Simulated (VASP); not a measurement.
Runs of VASP 6.6.1 on TiTe2. The structure is trigonal, space group P-3m1 (No. 164). The conventional cell has a = 3.790 Å, b = 3.790 Å, c = 6.556 Å, α = 90.00°, β = 90.00°, γ = 120.00°. Ti (site symmetry -3m) has 6 Te at 2.77 Å within 3.6 Å. Te (site symmetry 3m) has 3 Ti at 2.77 Å within 3.6 Å. 

```tsv
level	k mesh	gap on the mesh (eV)	pressure (GPa)	largest force (eV/Å)
PBE	6 × 6 × 4	none	0.7	0.13
PBE	2 × 2 × 2	none	(a)	(b)
PBE	5 × 5 × 5	none	(c)	0.16
PBE+D4	6 × 6 × 4	none	-1.4	0.11
```

Alike in all rows: task single point; potentials or basis VASP PAW PBE potentials, release 64 (Ti_sv, Te); no spin polarisation; cell as given; cutoff (eV) 520; smearing fermi-dirac 0.02 eV.

Question: Fill in the values left out.

Answer: (a) 1.3; (b) 0.10; (c) 1.0.

Caveats: some runs use coarse meshes; spin-orbit coupling is left out, which moves the levels of the heavy elements; this functional lacks dispersion, which binds the layers, so the pressure and a relaxed spacing across them are unreliable (some runs).

A k mesh can miss the band edges, and the runs leave out spin-orbit coupling on Te.

A gap of «none» marks levels without a gap at the run's occupations.
